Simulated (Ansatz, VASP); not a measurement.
# GaN: VASP beside Ansatz

File INCAR:

```
  PREC = Accurate
  ENCUT = 520
  EDIFF = 1E-7
  ISMEAR = 0
  SIGMA = 0.05
  LREAL = False
  LASPH = True
  NELM = 60
  ALGO = Normal
  ISIF = 2
  LWAVE = False
  LCHARG = False
  GGA = PE
  NBANDS = 46
```

File KPOINTS:

```
Automatic mesh
0
Gamma
  8 6 6
```

POSCAR

```
GaN
1.0
   -3.2185392732      0.0000000000      0.0000000000
    0.0000000000      0.0000000000     -5.2433778863
    0.0000000001     -5.5746735474      0.0000000000
Ga N
4 4
Direct
    0.5000000000      0.0049592496      0.1693444708
    0.0000000000      0.0027751069      0.6639844234
    0.0000000000      0.5027751069      0.3360155766
    0.5000000000      0.5049592496      0.8306555292
    0.5000000000      0.6087105090      0.1671056435
    0.0000000000      0.6096584006      0.6661995540
    0.0000000000      0.1096584006      0.3338004460
    0.5000000000      0.1087105090      0.8328943565
```

Input for Ansatz:

```yaml
crystal:
  lattice:
    - [-3.2185392732, 0.0, 0.0]
    - [0.0, 0.0, -5.2433778863]
    - [1.0e-10, -5.5746735474, 0.0]
  atoms:
    - { symbol: Ga, position: [0.5, 0.0049592496, 0.1693444708] }
    - { symbol: Ga, position: [0.0, 0.0027751069, 0.6639844234] }
    - { symbol: Ga, position: [0.0, 0.5027751069, 0.3360155766] }
    - { symbol: Ga, position: [0.5, 0.5049592496, 0.8306555292] }
    - { symbol: "N", position: [0.5, 0.608710509, 0.1671056435] }
    - { symbol: "N", position: [0.0, 0.6096584006, 0.666199554] }
    - { symbol: "N", position: [0.0, 0.1096584006, 0.333800446] }
    - { symbol: "N", position: [0.5, 0.108710509, 0.8328943565] }
basis:
  ecutwfc: 520.0
kpoints:
  mp_grid: { grid: [8, 6, 6] }
hamiltonian:
  xc: pbe
  pseudopotentials: { kind: paw, azcp: { folder: soft_1 } }
scf:
  occupations: { method: gaussian, width: 0.05 }
output:
  forces: true
  stress: true
  eigenvalues: true
```

Change from the starting cell: mode 11 frozen in at -0.016 Å and mode 13 at +0.078 Å (largest displacements).

Alike in both runs: task single point; functional PBE; k mesh 8 × 6 × 6; occupations gaussian, width 0.05 eV; no spin polarisation.

|  | VASP | Ansatz |
| --- | --- | --- |
| version | VASP 6.6.1 | Ansatz 0.2.0 |
| potentials or method | VASP PAW PBE potentials, release 64 (Ga_d, N), cutoff 520 eV | scalar-relativistic, plane waves, PAW |
| valence electrons in the cell | 72 | 72 |

|  | VASP | Ansatz | Ansatz less VASP |
| --- | --- | --- | --- |
| gap on the k mesh at the Fermi level (eV) | 1.60 | 1.60 | -0.001 |
| least direct gap on the mesh (eV) | 1.60 | 1.60 | -0.001 |
| pressure (GPa) | 0.9 | 0.8 | -0.07 |
| traceless stress, the component that is largest in VASP (GPa) | -4.30 | -4.40 | -0.108 |
| rms of the force components (eV/Å) | 0.475 | 0.480 | +0.0050 |

Atom by atom the forces differ by 0.005 eV/Å (rms over components).
